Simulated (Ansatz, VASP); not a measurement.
**One calculation of MoSe, two programs**

The input INCAR:

```
SYSTEM = MoSe
PREC = Accurate
ENCUT = 520
EDIFF = 1E-6
ISMEAR = -1
SIGMA = 0.05
LREAL = .False.
LASPH = .True.
NELM = 80
ALGO = Normal
ISIF = 2
LWAVE = .False.
LCHARG = .True.
GGA = PE
LELF = .True.
LVHAR = .True.
NBANDS = 17
```

The input KPOINTS:

```
Automatic mesh
0
Gamma
  8 8 8
  0 0 0
```

Contents of POSCAR:

```
MoSe
1.0
    0.0000000000      2.9496170421      2.9496170421
    2.9496170421      0.0000000000      2.9496170421
    2.9496170421      2.9496170421      0.0000000000
Mo Se
1 1
Direct
    0.0000000000      0.0000000000      0.0000000000
    0.5000000000      0.5000000000      0.5000000000
```

Contents of input.yaml:

```yaml
crystal:
  lattice:
    - [0.0, 2.9496170421, 2.9496170421]
    - [2.9496170421, 0.0, 2.9496170421]
    - [2.9496170421, 2.9496170421, 0.0]
  atoms:
    - { symbol: Mo, position: [0.0, 0.0, 0.0] }
    - { symbol: Se, position: [0.5, 0.5, 0.5] }
kpoints:
  mp_grid: { grid: [8, 8, 8] }
scf:
  occupations: { method: fermi_dirac, width: 0.05 }
hamiltonian:
  xc: pbe
  pseudopotentials: { kind: all_electron, lapw: { basis_error: 0.0005 } }
output:
  forces: true
  stress: true
  eigenvalues: true
```

Change from the starting cell: volume scaled by 1.06.

Alike in both runs: task single point; functional PBE; k mesh 8 × 8 × 8; occupations fermi-dirac, width 0.05 eV; no spin polarisation.

|  | VASP | Ansatz |
| --- | --- | --- |
| version | VASP 6.6.1 | Ansatz 0.2.0 |
| potentials or method | VASP PAW PBE potentials, release 64 (Mo_sv, Se), cutoff 520 eV | all-electron LAPW, scalar-relativistic |

```tsv
	VASP	Ansatz	Ansatz less VASP
gap on the k mesh at the Fermi level (eV)	none	none	-
pressure (GPa)	-20.9	-20.9	-0.04
```

A gap of «none» marks a metal or a gap that the smearing closes. Ansatz ran all-electron here, and VASP with PAW potentials.
